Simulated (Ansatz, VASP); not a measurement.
**PbSe in VASP and in Ansatz**

INCAR

```
PREC = Accurate
ENCUT = 520
EDIFF = 1E-6
ISMEAR = -1
SIGMA = 0.01
LREAL = False
LASPH = True
NELM = 80
ALGO = Normal
ISIF = 2
LWAVE = False
LCHARG = False
GGA = PE
NBANDS = 17
```

File KPOINTS:

```
Automatic mesh
0
Gamma
  9 9 9
```

POSCAR

```
PbSe
1.0
    0.0000000000      3.0621500000      3.1540145000
    3.0621500000      0.0000000000      3.1540145000
    3.0621500000      3.0621500000      0.0000000000
Pb Se
1 1
Direct
    0.0000000000      0.0000000000      0.0000000000
    0.5000000000      0.5000000000      0.5000000000
```

Input for Ansatz:

```yaml
crystal:
  lattice:
    - [0.0, 3.06215, 3.1540145]
    - [3.06215, 0.0, 3.1540145]
    - [3.06215, 3.06215, 0.0]
  atoms:
    - { symbol: Pb, position: [0.0, 0.0, 0.0] }
    - { symbol: Se, position: [0.5, 0.5, 0.5] }
kpoints:
  mp_grid: { grid: [9, 9, 9] }
  band_path:
    path:
      - [0.0, 0.0, 0.0]
      - [0.0, 0.5, 0.5]
      - [0.25, 0.75, 0.5]
      - [0.0, 0.5, 0.0]
      - [0.0, 0.0, 0.0]
      - [0.5, 0.5, 0.0]
      - [0.3678244886, 0.6321755114, 0.0]
      - [-0.3678244886, 0.3678244886, 0.0]
      - [0.0, 0.0, 0.0]
    npoints: 5
scf:
  occupations: { method: fermi_dirac, width: 0.01 }
hamiltonian:
  xc: pbe
  pseudopotentials: { kind: all_electron, lapw: { basis_error: 0.00025 } }
output:
  forces: true
  stress: true
  eigenvalues: true
```

Change from the starting cell: zz strain of +3 %.

Alike in both runs: task single point; functional PBE; k mesh 9 × 9 × 9; occupations fermi-dirac, width 0.01 eV; no spin polarisation.

|  | VASP | Ansatz |
| --- | --- | --- |
| version | VASP 6.6.1 | Ansatz 0.2.0 |
| potentials or method | VASP PAW PBE potentials, release 64 (Pb_d, Se), cutoff 520 eV | all-electron LAPW, scalar-relativistic |

```csv
,VASP,Ansatz,Ansatz less VASP
gap on the k mesh at the Fermi level (eV),0.72,0.72,-0.003
pressure (GPa),0.9,0.9,+0.02
"traceless stress, the component that is largest in VASP (GPa)",-2.08,-2.07,+0.007
```

Ansatz ran all-electron here, and VASP with PAW potentials.

Spin-orbit coupling is off throughout.
